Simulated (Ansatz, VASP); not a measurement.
**Two plane-wave programs on Si3BTe2**

File INCAR:

```
ALGO = Normal
EDIFF = 1E-7
ENCUT = 520
GGA = PE
ISIF = 2
ISMEAR = 0
LASPH = T
LCHARG = F
LREAL = F
LWAVE = F
NBANDS = 39
NELM = 100
PREC = Accurate
SIGMA = 0.1
```

File KPOINTS:

```
k-points
0
Gamma
  6 4 2
```

Contents of POSCAR:

```
Si3BTe2
1.0
    3.5288399808      0.0000000000      0.0000000000
    0.2625027137      7.1986178321      0.0000000000
    0.1504554345      0.3757452179     10.6187288279
Si B Te
6 2 4
Direct
    0.0986429312      0.0151289808      0.0306039532
    0.9195775294      0.4978681374      0.0357754382
    0.6345670782      0.9659810257      0.1797195586
    0.3906123091      0.4650845978      0.1927516203
    0.4911615086      0.7686945663      0.8529141785
    0.4950776228      0.2655428227      0.8346568220
    0.9971398546      0.7465913929      0.9405963253
    0.9864615648      0.2569373979      0.9277020617
    0.4197532697      0.0173764162      0.6717537413
    0.5634708301      0.5278465984      0.6680670651
    0.2228496354      0.7427065292      0.3279553258
    0.7806858658      0.2302415347      0.3375039098
```

Input for Ansatz:

```yaml
crystal:
  lattice:
    - [3.5288399808, 0.0, 0.0]
    - [0.2625027137, 7.1986178321, 0.0]
    - [0.1504554345, 0.3757452179, 10.6187288279]
  atoms:
    - { symbol: Si, position: [0.0986429312, 0.0151289808, 0.0306039532] }
    - { symbol: Si, position: [0.9195775294, 0.4978681374, 0.0357754382] }
    - { symbol: Si, position: [0.6345670782, 0.9659810257, 0.1797195586] }
    - { symbol: Si, position: [0.3906123091, 0.4650845978, 0.1927516203] }
    - { symbol: Si, position: [0.4911615086, 0.7686945663, 0.8529141785] }
    - { symbol: Si, position: [0.4950776228, 0.2655428227, 0.834656822] }
    - { symbol: B, position: [0.9971398546, 0.7465913929, 0.9405963253] }
    - { symbol: B, position: [0.9864615648, 0.2569373979, 0.9277020617] }
    - { symbol: Te, position: [0.4197532697, 0.0173764162, 0.6717537413] }
    - { symbol: Te, position: [0.5634708301, 0.5278465984, 0.6680670651] }
    - { symbol: Te, position: [0.2228496354, 0.7427065292, 0.3279553258] }
    - { symbol: Te, position: [0.7806858658, 0.2302415347, 0.3375039098] }
basis:
  ecutwfc: 420
kpoints:
  mp_grid: { grid: [6, 4, 2] }
hamiltonian:
  xc: pbe
scf:
  occupations: { method: gaussian, width: 0.1 }
  lower_state_search: "off"
output:
  forces: true
  stress: true
  eigenvalues: true
```

Change from the starting cell: the structure that the rattled cell fell into.

Alike in both runs: task single point; functional PBE; k mesh 6 × 4 × 2; occupations gaussian, width 0.1 eV; no spin polarisation.

```csv
,VASP,Ansatz
version,VASP 6.6.1,Ansatz 0.2.0
potentials or method,"VASP PAW PBE potentials, release 64 (Si, B, Te), cutoff 520 eV","scalar-relativistic, plane waves, PAW"
valence electrons in the cell,54,94
```

Ansatz gave:

```
gap on the k mesh at the Fermi level (eV)                     : none
pressure (GPa)                                                : 0.0
traceless stress, the component that is largest in VASP (GPa) : -0.92
rms of the force components (eV/Å)                            : 0.338
```

What did VASP give for the same quantities?

gap on the k mesh at the Fermi level (eV): none; pressure (GPa): 0.0; traceless stress, the component that is largest in VASP (GPa): -0.92; rms of the force components (eV/Å): 0.337.

Atom by atom the forces differ by 0.008 eV/Å (rms over components). A gap of «none» marks a metal or a gap that the smearing closes. VASP's potentials hold 54 valence electrons a cell and Ansatz's 94, so a difference there can come from the potentials and not from the codes.

Neither program's run includes spin-orbit coupling.
